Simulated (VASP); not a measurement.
Set up this calculation in VASP 6.6.1, as the native input.

| Item | Value |
| --- | --- |
| Task | single point |
| Functional | PBEsol |
| Potentials or basis | VASP PAW PBE potentials, release 64 (Cd, Se) |
| Cutoff | 520 eV |
| k mesh | 10 × 10 × 10 |
| Occupations | gaussian, width 0.05 eV |
| Spin | no spin polarisation |
| Dipole correction | no |
| Further INCAR settings | ALGO = Normal; EDIFF = 1e-07; NBANDS = 16 |

The structure of CdSe lies in POSCAR:

```
CdSe
1.0
    0.0000000000      2.8127422829      2.8127422829
    2.8127422829      0.0000000000      2.8127422829
    2.8127422829      2.8127422829      0.0000000000
Cd Se
1 1
Direct
    0.0000000000      0.0000000000      0.0000000000
    0.5000000000      0.5000000000      0.5000000000
```

One way to write it, as run:

INCAR

```
PREC = Accurate
ENCUT = 520
EDIFF = 1E-7
ISMEAR = 0
SIGMA = 0.05
LREAL = False
LASPH = True
NELM = 80
ALGO = Normal
ISIF = 2
LWAVE = False
LCHARG = True
GGA = PS
LELF = True
LVHAR = True
NBANDS = 16
```

KPOINTS

```
regular mesh
0
Gamma
  10 10 10
```

Potentials or basis: VASP PAW PBE potentials, release 64 (Cd, Se).

Launch:

```bash
$ cat potpaw_PBE.64/Cd/POTCAR potpaw_PBE.64/Se/POTCAR > POTCAR
$ mpirun -np 1 vasp_std > vasp.out
```

Results of the run:

| Quantity | Value |
| --- | --- |
| Pressure | 0.5 GPa |
| Band gap on the k mesh | zero (band 9 reaches 2.73 eV, above the bottom of band 10 at 2.16 eV) |

Caveat: the PAW data sets were made with another functional, which shifts forces and pressure a little.

It took 45 s on 1 thread of AMD EPYC 7R13, with other jobs on the host, peak memory 0.16 GiB.
